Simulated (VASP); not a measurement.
Here is a VASP 6.6.1 calculation.

File INCAR:

```
SYSTEM = Be2Tl
ALGO = Fast
EDIFF = 1E-7
EDIFFG = -0.01
ENCUT = 600
GGA = PE
IBRION = 2
ISIF = 3
ISMEAR = 0
LASPH = .TRUE.
LCHARG = .FALSE.
LREAL = .FALSE.
LWAVE = .FALSE.
NELM = 100
NSW = 100
PREC = Accurate
SIGMA = 0.1
```

KPOINTS

```
k-points
0
G
  16 16 16
  0 0 0
```

POSCAR

```
Be2Tl
1.0
   -2.0859867895      2.0859867895      2.7728933523
    2.0859867895     -2.0859867895      2.7728933523
    2.0859867895      2.0859867895     -2.7728933523
Be Tl
2 1
Direct
    0.7500000000      0.2500000000      0.5000000000
    0.2500000000      0.7500000000      0.5000000000
    0.0000000000      0.0000000000      0.0000000000
```

Potentials or basis: VASP PAW PBE potentials, release 64 (Be, Tl_d).

The run is started by

```sh
$ cat potpaw_PBE.64/Be/POTCAR potpaw_PBE.64/Tl_d/POTCAR > POTCAR
$ mpirun -np 1 vasp_std > vasp.out
```

(1) What does it give for the band gap on the k mesh?

(2) Predict the relaxed volume.

## Answers

(1) zero (an odd number of electrons rules out a gap without spin polarisation).

(2) 16.14 Å³/atom.

Caveat: spin-orbit coupling is left out, which moves the levels of the heavy elements.
